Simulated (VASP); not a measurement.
# GaN (P1) in VASP: further runs, part 3 of 3

VASP 6.6.1. Earlier steps stand in the parts before.

### 6 Single point, PBE

The input, INCAR:

```
PREC     = Accurate       # precision mode
ENCUT    = 600            # plane-wave cutoff, eV
EDIFF    = 1E-6           # SCF threshold, eV
ISMEAR   = 0              # smearing method
SIGMA    = 0.01           # smearing width, eV
LREAL    = False          # projectors in reciprocal space
LASPH    = True           # aspherical terms in the spheres
NELM     = 120            # most SCF steps
ALGO     = Normal         # electronic algorithm
ISIF     = 2              # what is computed and relaxed
LWAVE    = False          # write WAVECAR
LCHARG   = False          # write CHGCAR
GGA      = PE             # functional
NBANDS   = 16             # bands
GGA_COMPAT= False
```

The input, KPOINTS:

```
Automatic mesh
0
Gamma
  5 5 5
```

The input, POSCAR:

```
GaN
1.0
    0.0000000000      2.2535000000      2.2535000000
    2.2535000000      0.0000000000      2.2535000000
    2.2535000000      2.2535000000      0.0000000000
Ga N
1 1
Direct
   -0.0001236830      0.0011031204      0.0017729194
    0.7506156632      0.7445089407      0.7411748369
```

Potentials or basis: VASP PAW PBE potentials, release 64 (Ga_d, N).

Command:

```
> cat potpaw_PBE.64/Ga_d/POTCAR potpaw_PBE.64/N/POTCAR > POTCAR
> mpirun -np 1 vasp_std > vasp.out
```

OUTCAR:

```text
PREC = Accurate
   ENCUT = 600
   EDIFF = 1E-6
   ISMEAR = 0
   LREAL = False
   LASPH = True
   NELM = 120
   ISIF = 2
   GGA = PE

 ion  position               nearest neighbor table
   1  1.000  0.001  0.002-   2 1.92   2 1.93   2 1.95   2 1.99
   2  0.751  0.745  0.741-   1 1.92   1 1.93   1 1.95   1 1.99

  LATTYP: Found a face centered cubic cell.
 ALAT       =     4.5070000000

  Lattice vectors:

 A1 = (   0.0000000000,   2.2535000000,   2.2535000000)
 A2 = (   2.2535000000,   0.0000000000,   2.2535000000)
 A3 = (   2.2535000000,   2.2535000000,   0.0000000000)

Analysis of symmetry for initial positions (statically):
=====================================================================
 Subroutine PRICEL returns:
 Original cell was already a primitive cell.

 Routine SETGRP: Setting up the symmetry group for a
 face centered cubic supercell.

 Subroutine GETGRP returns: Found  1 space group operations
 (whereof  1 operations were pure point group operations)
 out of a pool of 48 trial point group operations.

The static configuration has the point symmetry C_1 .

Analysis of symmetry for dynamics (positions and initial velocities):
=====================================================================
 Subroutine PRICEL returns:
 Original cell was already a primitive cell.

 Routine SETGRP: Setting up the symmetry group for a
 face centered cubic supercell.

 Subroutine GETGRP returns: Found  1 space group operations
 (whereof  1 operations were pure point group operations)
 out of a pool of 48 trial point group operations.

The dynamic configuration has the point symmetry C_1 .

 Subroutine INISYM returns: Found  1 space group operations
 (whereof  1 operations are pure point group operations),
 and found     1 'primitive' translations

----------------------------------------------------------------------------------------

                                     Primitive cell

[... 104 lines left out ...]
   EFERMI =   0.00;   METHOD = LEGACY
   ISMEAR =     0;   SIGMA  =   0.01  broadening in eV -4-tet -1-fermi 0-gaus
   EFERMI_NEDOS =   21; number of points for ismear=-14 and -15
   IALGO  =     38    algorithm
   IMIX   =      4    mixing-type and parameters
     AMIX     =   0.40;   BMIX     =  1.00
     AMIX_MAG =   1.60;   BMIX_MAG =  1.00
  volume/ion in A,a.u.               =      11.44        77.23
  Fermi-wavevector in a.u.,A,eV,Ry     =   1.511117  2.855597 31.068560  2.283475
  Thomas-Fermi vector in A             =   2.621217
   LORBIT       =      0    0 simple, 1 ext, 2 COOP (PROOUT), +10 PAW based schemes
   GGA     = PE    functional components
   LHFCALC =     F    Hartree Fock is set to
   AEXX    =    0.0000 exact exchange contribution
   IVDW    =     0    specifies the selected vdW correction
   LEPSILON=     F    determine dielectric tensor
   LRPA    =     F    only Hartree local field effects (RPA)
 non-spin polarized calculation
 Gauss-broadening in eV      SIGMA  =   0.01
  energy-cutoff  :      600.00
  volume of cell :       22.89
 maximum number of plane-waves:       785
 NGX is ok and might be reduce to    28
   NGX = 13   NGY = 13   NGZ = 13

 number of electron      18.0000004 magnetization

 Free energy of the ion-electron system (eV)
  ---------------------------------------------------
  ext. energy  EPLUGINS =         0.00000000
  ---------------------------------------------------
  free energy    TOTEN  =       -12.11602297 eV

  energy without entropy =      -12.11602297  energy(sigma->0) =      -12.11602297

 E-fermi :   5.5124     XC(G=0): -11.6636

 val. band max:        5.3901628116   @ k =   0.0000   0.0000   0.0000
 cond. band min:       7.0150455026   @ k =   0.0000   0.0000   0.0000
 fundamental gap:      1.6248826910
 Fermi energy:         5.5123557617

 k-point     1 :       0.0000    0.0000    0.0000
  band No.  band energies     occupation
      1     -10.6497      2.00000
      2      -8.1765      2.00000
      3      -8.1662      2.00000
      4      -8.1457      2.00000
      5      -7.8460      2.00000
      6      -7.8451      2.00000
[... 433 lines left out ...]
      3      -8.0019      2.00000
      4      -7.9314      2.00000
      5      -7.7948      2.00000
      6      -7.0590      2.00000
[... 8 lines left out ...]
     15      25.5502      0.00000
     16      26.2637      0.00000

 [... further k-points ...]
[... 5 lines left out ...]
  --------------------------------------------------------------------------------------
  -------------------------------------------------------------------------------------
  Total        0.7088697      0.7282292      0.7344570     -0.0796673     -0.3159927     -0.1690568
  in kB       49.6220063     50.9772045     51.4131592     -5.5768381    -22.1199911    -11.8342436
  external PRESSURE =      50.6707900 kB  Pullay stress =       0.0000000 kB

 VOLUME and BASIS-vectors are now :
 -----------------------------------------------------------------------------
  energy-cutoff  :      600.00
  volume of cell :       22.89
      direct lattice vectors                 reciprocal lattice vectors
     0.000000000  2.253500000  2.253500000    -0.221877080  0.221877080  0.221877080
     2.253500000  0.000000000  2.253500000     0.221877080 -0.221877080  0.221877080
     2.253500000  2.253500000  0.000000000     0.221877080  0.221877080 -0.221877080

 POSITION                                       TOTAL-FORCE (eV/Angst)
 -----------------------------------------------------------------------------------
      0.00648      2.25722      2.25571        -0.459401     -0.246586     -0.116794
      3.34799      3.36175      3.36926         0.459401      0.246586      0.116794
 -----------------------------------------------------------------------------------
    total drift:                               -0.000150     -0.000134     -0.000056

  FREE ENERGIE OF THE ION-ELECTRON SYSTEM (eV)
  ---------------------------------------------------
  free  energy   TOTEN  =       -12.1160229684 eV

  energy  without entropy=      -12.1160229684  energy(sigma->0) =      -12.11602297
```

OSZICAR:

```text
N       E                     dE             d eps       ncg     rms          rms(c)
DAV:   1     0.847868316809E+02    0.84787E+02   -0.10133E+04  2304   0.218E+03
DAV:   2    -0.804192091743E+01   -0.92829E+02   -0.87288E+02  2296   0.349E+02
DAV:   3    -0.140644224462E+02   -0.60225E+01   -0.59987E+01  2344   0.752E+01
DAV:   4    -0.141334344271E+02   -0.69012E-01   -0.69005E-01  2504   0.867E+00
DAV:   5    -0.141343563422E+02   -0.92192E-03   -0.92191E-03  2456   0.892E-01    0.773E+00
DAV:   6    -0.121146950083E+02    0.20197E+01   -0.49866E+00  3080   0.404E+01    0.268E+00
DAV:   7    -0.121231265949E+02   -0.84316E-02   -0.32367E-01  2120   0.653E+00    0.174E+00
DAV:   8    -0.121194026728E+02    0.37239E-02   -0.55680E-02  2216   0.335E+00    0.717E-01
DAV:   9    -0.121157855929E+02    0.36171E-02   -0.13945E-02  3104   0.280E+00    0.188E-01
DAV:  10    -0.121161038389E+02   -0.31825E-03   -0.15260E-03  2368   0.598E-01    0.810E-02
DAV:  11    -0.121160171417E+02    0.86697E-04   -0.29239E-04  2928   0.269E-01    0.129E-02
DAV:  12    -0.121160231973E+02   -0.60556E-05   -0.30194E-05  2304   0.613E-02    0.111E-02
DAV:  13    -0.121160229684E+02    0.22896E-06   -0.11805E-06  2280   0.153E-02
   1 F= -.12116023E+02 E0= -.12116023E+02  d E =-.644908E-69
```

stdout:

```text
POSCAR found type information on POSCAR GaN
 POSCAR found :  2 types and       2 ions
 scaLAPACK will be used
 LDA part: xc-table for (Slater+PW92), standard interpolation
 POSCAR, INCAR and KPOINTS ok, starting setup
 FFT: planning ... GRIDC
 FFT: planning ... GRID_SOFT
 FFT: planning ... GRID
 WAVECAR not read
 entering main loop
```

It took 27 s on 1 thread of Intel Xeon Platinum 8259CL at 2.50GHz (Skylake/Cascade Lake), shared host; peak memory 0.17 GiB.

Results:

```yaml
Free_energy: -12.1160 eV
Pressure: 5.1 GPa
Largest_force: 0.534 eV/Å
Band_gap_on_the_k_mesh: 1.62 eV, direct
```

Forces on the atoms (eV/Å):
```
Ga  -0.459 -0.247 -0.117
N    0.459  0.247  0.117
```

Caveat: the k points lie up to 0.48 Å⁻¹ apart.
